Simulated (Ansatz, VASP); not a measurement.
## Be2ZnSe3: VASP beside Ansatz

```xyz
6
Lattice="5.4524 0.0000 0.0000 -2.7262 4.7219 0.0000 0.0000 0.0000 6.6658" Properties=species:S:1:pos:R:3 pbc="T T T"
Be    0.0000    0.0000    1.0587
Be    0.0000    0.0000    5.6071
Zn    0.0000    0.0000    3.3329
Se    2.7262    0.0000    0.0000
Se   -1.3631    2.3609    0.0000
Se    1.3631    2.3609    0.0000
```

Alike in both runs: functional PBE; k mesh 6 × 6 × 4; occupations gaussian, width 0.1 eV; no spin polarisation.

Ansatz relaxed the structure, and its values are those at the end. VASP's run is a single point on that final structure, the one shown.

|  | VASP | Ansatz |
| --- | --- | --- |
| version | VASP 6.6.1 | Ansatz 0.2.0 |
| potentials or method | VASP PAW PBE potentials, release 64 (Be, Zn, Se), cutoff 520 eV | scalar-relativistic, plane waves, PAW |
| valence electrons in the cell | 34 | 64 |

Ansatz gave:

```
gap on the k mesh at the Fermi level (eV) : none
pressure (GPa)                            : 0.0
rms of the force components (eV/Å)        : 0.009
```

What did VASP give for the same quantities?

gap on the k mesh at the Fermi level (eV): none; pressure (GPa): 0.1; rms of the force components (eV/Å): 0.011.

A gap of «none» marks a metal or a gap that the smearing closes. With one functional, cell and mesh, what is left measures potentials, basis and numerics. VASP's potentials hold 34 valence electrons a cell and Ansatz's 64, so a difference there can come from the potentials and not from the codes.
